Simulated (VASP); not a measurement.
Input of a VASP 6.6.1 run:

The input INCAR:

```
ALGO     = Normal         # electronic algorithm
EDIFF    = 1E-6           # SCF threshold, eV
ENCUT    = 600            # plane-wave cutoff, eV
GGA      = PS             # functional
GGA_COMPAT= False        
ISIF     = 2              # what is computed and relaxed
ISMEAR   = 0              # smearing method
ISPIN    = 2              # spin polarisation
LASPH    = True           # aspherical terms in the spheres
LCHARG   = False          # write CHGCAR
LMAXMIX  = 4              # l up to which the mixer works
LORBIT   = 11             # projections on sites
LREAL    = False          # projectors in reciprocal space
LWAVE    = False          # write WAVECAR
MAGMOM   = 1 0            # initial moments
NBANDS   = 19             # bands
NELM     = 200            # most SCF steps
PREC     = Accurate       # precision mode
SIGMA    = 0.1            # smearing width, eV
```

File KPOINTS:

```
k-points
0
Gamma
  8 8 8
```

The input POSCAR:

```
TaN
1.0
    0.0000000000      2.2203990515      2.2203990515
    2.2203990515      0.0000000000      2.2203990515
    2.2203990515      2.2203990515      0.0000000000
Ta N
1 1
Direct
    0.0000000000      0.0000000000      0.0000000000
    0.5000000000      0.5000000000      0.5000000000
```

Potentials or basis: VASP PAW PBE potentials, release 64 (Ta_pv, N).

The run is started by

```bash
$ cat potpaw_PBE.64/Ta_pv/POTCAR potpaw_PBE.64/N/POTCAR > POTCAR
$ mpirun -np 1 vasp_std > vasp.out
```

(1) Predict the pressure.

(2) Predict the band gap on the k mesh.

(3) Estimate the net moment.

Results:

(1) -13.5 GPa.

(2) zero (filled and empty bands overlap).

(3) 0.00 μB per cell.

Caveat: the PAW data sets were made with another functional, which shifts forces and pressure a little; spin-orbit coupling is left out, which moves the levels of the heavy elements.
